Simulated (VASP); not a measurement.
# Ti3Al (P-6m2) in VASP: notebook, part 2 of 2

VASP 6.6.1. The steps go on from the part before.

### Step 5. Single point, PBE

This run uses another cell than the first one, of the same volume but with other edges.

Input file INCAR:

```
  PREC = Accurate
  ENCUT = 520
  EDIFF = 1E-6
  ISMEAR = 0
  SIGMA = 0.15
  LREAL = F
  LASPH = T
  NELM = 100
  ALGO = Fast
  ISIF = 2
  LWAVE = F
  LCHARG = F
  GGA = PE
  NBANDS = 28
```

Input file KPOINTS:

```
regular mesh
0
Gamma
  15 15 6
```

Input file POSCAR:

```
Ti3Al
1.0
    3.0123075325      0.0000000000      0.0000000000
   -1.5061537662      2.6087348472      0.0000000000
    0.0000000000      0.0000000000      8.7323783060
Ti Al
3 1
Direct
    0.6666666667      0.3333333333      0.0000000000
    0.3333333333      0.6666666667      0.7450413502
    0.3333333333      0.6666666667      0.2549586498
    0.6666666667      0.3333333333      0.5000000000
```

Potentials or basis: VASP PAW PBE potentials, release 64 (Ti_sv, Al).

Started as:

```bash
cat potpaw_PBE.64/Ti_sv/POTCAR potpaw_PBE.64/Al/POTCAR > POTCAR
mpirun -np 1 vasp_std > vasp.out
```

OUTCAR:

```text
PREC = Accurate
   ENCUT = 520
   EDIFF = 1E-6
   ISMEAR = 0
   LREAL = F
   LASPH = T
   NELM = 100
   ISIF = 2
   GGA = PE

 ion  position               nearest neighbor table
   1  0.667  0.333  0.000-   2 2.83   3 2.83   2 2.83   3 2.83   2 2.83   3 2.83
   2  0.333  0.667  0.745-   4 2.76   4 2.76   4 2.76   1 2.83   1 2.83   1 2.83
   3  0.333  0.667  0.255-   4 2.76   4 2.76   4 2.76   1 2.83   1 2.83   1 2.83
   4  0.667  0.333  0.500-   2 2.76   3 2.76   2 2.76   3 2.76   2 2.76   3 2.76

  LATTYP: Found a hexagonal cell.
 ALAT       =     3.0123075325
 C/A-ratio  =     2.8989000000

  Lattice vectors:

 A1 = (   3.0123075325,   0.0000000000,   0.0000000000)
 A2 = (  -1.5061537662,   2.6087348472,   0.0000000000)
 A3 = (   0.0000000000,   0.0000000000,   8.7323783060)

Analysis of symmetry for initial positions (statically):
=====================================================================
 Subroutine PRICEL returns:
 Original cell was already a primitive cell.

 Routine SETGRP: Setting up the symmetry group for a
 hexagonal supercell.

[... 170 lines left out ...]
  energy without entropy =      -27.56183274  energy(sigma->0) =      -27.58299651

 E-fermi :   7.9220     XC(G=0): -11.1827

 val. band max:        7.9199109522   @ k =   0.4000   0.2000   0.0000
 cond. band min:       7.9318275576   @ k =   0.3333   0.2667   0.1667
 fundamental gap:      0.0119166054
 Fermi energy:         7.9220423414

 k-point     1 :       0.0000    0.0000    0.0000
  band No.  band energies     occupation
      1     -48.8433      2.00000
      2     -48.7482      2.00000
      3     -48.7111      2.00000
      4     -25.3593      2.00000
      5     -25.0714      2.00000
      6     -24.8539      2.00000
[... 733 lines left out ...]
     27      10.8941      0.00000
     28      11.3360      0.00000

 [... further k-points ...]

------------------------ aborting loop because EDIFF is reached ----------------------------------------

  FORCE on cell =-STRESS in cart. coord.  units (eV):
  Direction    XX          YY          ZZ          XY          YZ          ZX
  --------------------------------------------------------------------------------------
  -------------------------------------------------------------------------------------
  Total       -1.4735190     -1.4735190      4.0199914     -0.0000000      0.0000000      0.0000000
  in kB      -34.4036508    -34.4036508     93.8585656     -0.0000000      0.0000000      0.0000000
  external PRESSURE =       8.3504213 kB  Pullay stress =       0.0000000 kB

 VOLUME and BASIS-vectors are now :
 -----------------------------------------------------------------------------
  energy-cutoff  :      520.00
  volume of cell :       68.62
      direct lattice vectors                 reciprocal lattice vectors
     3.012307532  0.000000000  0.000000000     0.331971417  0.191663787  0.000000000
    -1.506153766  2.608734847  0.000000000     0.000000000  0.383327574  0.000000000
     0.000000000  0.000000000  8.732378306     0.000000000  0.000000000  0.114516340

 POSITION                                       TOTAL-FORCE (eV/Angst)
 -----------------------------------------------------------------------------------
      1.50615      0.86958      0.00000        -0.000000      0.000000      0.000000
     -0.00000      1.73916      6.50598        -0.000000      0.000000      0.539734
     -0.00000      1.73916      2.22640         0.000000      0.000000     -0.539734
      1.50615      0.86958      4.36619         0.000000      0.000000      0.000000
 -----------------------------------------------------------------------------------
    total drift:                                0.000000     -0.000000      0.000000

  FREE ENERGIE OF THE ION-ELECTRON SYSTEM (eV)
  ---------------------------------------------------
  free  energy   TOTEN  =       -27.6041602724 eV

  energy  without entropy=      -27.5618327380  energy(sigma->0) =      -27.58299651
```

OSZICAR:

```text
N       E                     dE             d eps       ncg     rms          rms(c)
DAV:   1     0.470305101955E+03    0.47031E+03   -0.19614E+04  6048   0.162E+03
DAV:   2     0.267220393864E+02   -0.44358E+03   -0.43525E+03  6120   0.498E+02
DAV:   3    -0.256902639189E+02   -0.52412E+02   -0.51068E+02 10460   0.144E+02
[... 35 lines left out ...]
RMM:  39    -0.276041577845E+02   -0.10604E-05   -0.20246E-05  7610   0.157E-02    0.233E-02
RMM:  40    -0.276041587521E+02   -0.96762E-06   -0.17137E-05  7299   0.142E-02    0.222E-02
RMM:  41    -0.276041596816E+02   -0.92944E-06   -0.13031E-05  6558   0.128E-02    0.216E-02
RMM:  42    -0.276041599903E+02   -0.30877E-06   -0.11902E-05  7333   0.133E-02    0.193E-02
RMM:  43    -0.276041602724E+02   -0.28213E-06   -0.92443E-06  6933   0.119E-02
   1 F= -.27604160E+02 E0= -.27582997E+02  d E =-.423275E-01
```

stdout:

```text
POSCAR found type information on POSCAR TiAl
 POSCAR found :  2 types and       4 ions
 scaLAPACK will be used
 LDA part: xc-table for (Slater+PW92), standard interpolation
 POSCAR, INCAR and KPOINTS ok, starting setup
 FFT: planning ... GRIDC
 FFT: planning ... GRID_SOFT
 FFT: planning ... GRID
 WAVECAR not read
 entering main loop
WARNING in EDDRMM: call to ZHEGV failed, returncode =   8  4     10
WARNING in EDDRMM: call to ZHEGV failed, returncode =   6  3     16
WARNING in EDDRMM: call to ZHEGV failed, returncode =   6  3      8
WARNING in EDDRMM: call to ZHEGV failed, returncode =   8  4     22
WARNING in EDDRMM: call to ZHEGV failed, returncode =   6  3     14
WARNING in EDDRMM: call to ZHEGV failed, returncode =   8  4      5
WARNING in EDDRMM: call to ZHEGV failed, returncode =   8  4     19
WARNING in EDDRMM: call to ZHEGV failed, returncode =   6  3     23
WARNING in EDDRMM: call to ZHEGV failed, returncode =   6  3     22
```

Run time: 12 min. Hardware: 1 thread of Intel Xeon 6975P-C (Granite Rapids), shared host; peak memory 0.31 GiB.

Results:

```yaml
Free_energy: -27.6042 eV
Pressure: 0.8 GPa
Largest_force: 0.540 eV/Å
Band_gap_on_the_k_mesh: zero (an odd number of electrons rules out a gap without spin polarisation)
```

Forces on the atoms (eV/Å):
```
Ti   0.000  0.000  0.000
Ti   0.000  0.000  0.540
Ti   0.000  0.000 -0.540
Al   0.000  0.000  0.000
```

### Step 6. The runs side by side

```csv
cell,further INCAR settings,gap on the mesh (eV),pressure (GPa),largest force (eV/Å)
"a = 2.904, b = 2.904, c = 9.395 Å, angles 90.0, 90.0, 120.0°, 4 atoms, atomic positions A",ALGO = Fast; EDIFF = 1e-06; NBANDS = 28,none,0.2,0.99
"a = 2.904, b = 2.904, c = 9.395 Å, angles 90.0, 90.0, 120.0°, 4 atoms, atomic positions B",ALGO = Fast; EDIFF = 1e-06; NBANDS = 28,none,0.0,0.41
"a = 2.856, b = 2.856, c = 9.718 Å, angles 90.0, 90.0, 120.0°, 4 atoms, atomic positions B",ALGO = Fast; EDIFF = 1e-07; NBANDS = 28,none,0.0,0.48
"a = 3.012, b = 3.012, c = 8.732 Å, angles 90.0, 90.0, 120.0°, 4 atoms, atomic positions C",ALGO = Fast; EDIFF = 1e-06; NBANDS = 28,none,0.8,0.54
```

Alike in all rows: task single point; level PBE; potentials or basis VASP PAW PBE potentials, release 64 (Ti_sv, Al); no spin polarisation; k mesh 15 × 15 × 6; cutoff (eV) 520; smearing gaussian 0.15 eV.

Absolute energies hang on the potentials; compare differences alone.
